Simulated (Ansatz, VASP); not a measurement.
# HfB: VASP beside Ansatz

File INCAR:

```
SYSTEM = HfB
PREC = Accurate
ENCUT = 520
EDIFF = 1E-8
ISMEAR = -1
SIGMA = 0.05
LREAL = .FALSE.
LASPH = .TRUE.
NELM = 80
ALGO = Normal
ISIF = 2
LWAVE = .FALSE.
LCHARG = .FALSE.
GGA = CA
LEFG = .TRUE.
NBANDS = 14
```

File KPOINTS:

```
Automatic mesh
0
G
  15 15 15
  0 0 0
```

Contents of POSCAR:

```
HfB
1.0
    0.0000000000      2.3403982228      2.3403982228
    2.3403982228      0.0000000000      2.3403982228
    2.3403982228      2.3403982228      0.0000000000
Hf B
1 1
Direct
    0.5000000000      0.5000000000      0.5000000000
    0.0000000000      0.0000000000      0.0000000000
```

Input for Ansatz:

```yaml
crystal:
  lattice:
    - [0.0, 2.3403982228, 2.3403982228]
    - [2.3403982228, 0.0, 2.3403982228]
    - [2.3403982228, 2.3403982228, 0.0]
  atoms:
    - { symbol: Hf, position: [0.5, 0.5, 0.5] }
    - { symbol: B, position: [0.0, 0.0, 0.0] }
kpoints:
  mp_grid: { grid: [15, 15, 15] }
scf:
  occupations: { method: fermi_dirac, width: 0.05 }
hamiltonian:
  xc: lda
  pseudopotentials: { kind: paw }
output:
  forces: true
  stress: true
  eigenvalues: true
  efg: { contact_densities: true }
  write_density: true
  write_potential: true
  elf: true
  volumetric_format: npy
```

Change from the starting cell: volume scaled by 1.04, PAW files.

Alike in both runs: task electric field gradients; functional LDA; k mesh 15 × 15 × 15; occupations fermi-dirac, width 0.05 eV; no spin polarisation.

```csv
,VASP,Ansatz
version,VASP 6.6.1,Ansatz 0.2.0
potentials or method,"VASP PAW LDA potentials, release 64 (Hf_pv, B)","PAW with Ansatz's default frozen-core files, scalar-relativistic"
plane-wave cutoff (eV),520,420
valence electrons in the cell,13,29
```

|  | VASP | Ansatz | Ansatz less VASP |
| --- | --- | --- | --- |
| pressure (GPa) | 10.3 | 8.9 | -1.42 |

LDA's correlation is that of Perdew and Zunger in VASP and of Perdew and Wang (1992) in Ansatz. VASP's potentials hold 13 valence electrons a cell and Ansatz's 29, so a difference there can come from the potentials and not from the codes.

Spin-orbit coupling is off throughout.
